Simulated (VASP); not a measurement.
# KF: single point with PBE

Crystal: KF.

```
K F
1.0
    -0.11150    2.58168    2.58168
     2.58168   -0.11150    2.58168
     2.58168    2.58168   -0.11150
K F
1 1
Direct
  0.00000 0.00000 0.00000
  0.50000 0.50000 0.50000
```

- Program: VASP 6.6.1
- Task: single point
- Functional: PBE
- Potentials or basis: VASP PAW PBE potentials, release 64 (K_sv, F)
- Cutoff: 520 eV
- k mesh: 8 × 8 × 8
- Occupations: gaussian, width 0.05 eV
- Spin: no spin polarisation

The pressure is 2.9 GPa and the band gap on the k mesh is 6.33 eV.

Stress tensor (GPa, compression positive):
```
2.94 0.45 0.45
0.45 2.94 0.45
0.45 0.45 2.94
```

Levels at points of the mesh, in eV from the valence-band top:
```csv
k point,band 5,band 6,band 7,band 8,band 9,band 10,band 11,band 12
"(0.00, 0.00, 0.00)",-9.29,-0.06,-0.06,0.00,6.33,10.50,10.50,11.21
"(0.50, 0.00, 0.00)",-9.33,-0.88,-0.44,-0.34,9.13,10.80,11.87,12.50
"(0.50, 0.50, 0.00)",-9.51,-0.24,-0.11,-0.06,8.18,10.45,12.10,13.72
"(0.50, 0.50, 0.50)",-9.38,-0.88,-0.50,-0.50,9.31,11.07,12.28,12.28
```

It took 21 s on 1 thread of AMD EPYC 9R45 96-Core Processor (Zen 5), with other jobs on the host, peak memory 0.14 GiB.

A k mesh can miss the band edges. PBE gaps usually lie below the measured ones, often by a third to a half.
